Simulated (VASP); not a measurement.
# HgF3: single point with PBEsol

The system is HgF3.

```xyz
4
Lattice="0.0000 2.6489 2.6489 2.6489 0.0000 2.6489 2.6489 2.6489 0.0000" Properties=species:S:1:pos:R:3 pbc="T T T"
Hg    0.0000    0.0000    0.0000
F     2.6489    2.6489    2.6489
F     1.3245    1.3245    1.3245
F     3.9734    3.9734    3.9734
```

- Program: VASP 6.6.1
- Task: single point
- Functional: PBEsol
- Potentials or basis: VASP PAW PBE potentials, release 64 (Hg_sv_GW, F)
- Cutoff: 700 eV
- k mesh: 8 × 8 × 8
- Occupations: fermi-dirac, width 0.05 eV
- Spin: no spin polarisation
- Dipole correction: no
- Further INCAR settings: ALGO = Normal; EDIFF = 1e-06; NBANDS = 28

The pressure is 29.4 GPa. The band gap on the k mesh is zero (an odd number of electrons rules out a gap without spin polarisation).

Levels at points of the mesh, in eV from the Fermi level:
```
           k point  band 19  band 20  band 21  band 22  band 23  band 24
(0.00, 0.00, 0.00)    -0.34    -0.34    -0.34     2.05    14.09    14.09
(0.50, 0.00, 0.00)    -0.50     0.22     0.22     5.60    11.26    13.37
(0.50, 0.50, 0.00)    -0.77    -0.39    -0.39     5.46    11.37    15.10
```

Wall time 50 s on 1 thread of AMD EPYC 7R13 Processor (Zen 3), with other jobs on the host, peak memory 0.18 GiB.

Caveat: the cell stands under pressure; the PAW data sets were made with another functional, which shifts forces and pressure a little; spin-orbit coupling is left out, which moves the levels of the heavy elements; an odd number of electrons without spin polarisation forces a metal; a magnetic or distorted state may lie lower.
